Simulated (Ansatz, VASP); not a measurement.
# NiO: VASP beside Ansatz

```
Ni O
1.0
     0.00000    2.28355    2.28355
     2.28355    0.00000    2.28355
     2.28355    2.28355    0.00000
Ni O
1 1
Direct
  0.00000 0.00000 0.00000
  0.25000 0.25000 0.25000
```

Alike in both runs: task single point; functional PBE; k mesh 10 × 10 × 10; occupations fermi-dirac, width 0.05 eV; collinear spin.

|  | VASP | Ansatz |
| --- | --- | --- |
| version | VASP 6.6.1 | Ansatz 0.2.0 |
| potentials or method | VASP PAW PBE potentials, release 64 (Ni_sv_GW, O) | Ansatz PAW |
| plane-wave cutoff (eV) | 600 | 420 |
| valence electrons in the cell | 24 | 24 |

Ansatz gave:

* gap on the k mesh at the Fermi level (eV): none
* pressure (GPa): -7.3
* net moment per atom (μB): 0.99
* size of the moment on the site where the two differ most (μB): 1.50

Q: Which values does VASP return?

A: gap on the k mesh at the Fermi level (eV): none; pressure (GPa): -9.1; net moment per atom (μB): 0.99; size of the moment on the site where the two differ most (μB): 1.56.

Site moments also hang on the region over which each program counts them. A gap of «none» marks a metal or a gap that the smearing closes.
